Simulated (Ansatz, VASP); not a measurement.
Two plane-wave programs on Li

```
CELL_PARAMETERS angstrom
0.00000 2.20200 2.20200
2.20200 0.00000 2.20200
2.20200 2.20200 0.00000
ATOMIC_POSITIONS crystal
Li 0.00000 0.00000 0.00000
```

Alike in both runs: task relaxation of cell and atoms; functional LDA; k mesh 8 × 8 × 8; occupations gaussian, width 0.15 eV; no spin polarisation.

|  | VASP | Ansatz |
| --- | --- | --- |
| version | VASP 6.6.1 | Ansatz 0.2.0 |
| potentials or method | VASP PAW LDA potentials, release 64 (Li_sv) | plane waves, PAW |
| plane-wave cutoff (eV) | 750 | 420 |
| valence electrons in the cell | 3 | 3 |

|  | VASP | Ansatz | Ansatz less VASP |
| --- | --- | --- | --- |
| relaxed volume (Å³/atom) | 19.40 | 19.02 | -0.386 |
| relaxed cell length with the largest relative difference (Å) | 3.016 | 2.996 | -0.0201 |

LDA's correlation is that of Perdew and Zunger in VASP and of Perdew and Wang (1992) in Ansatz.
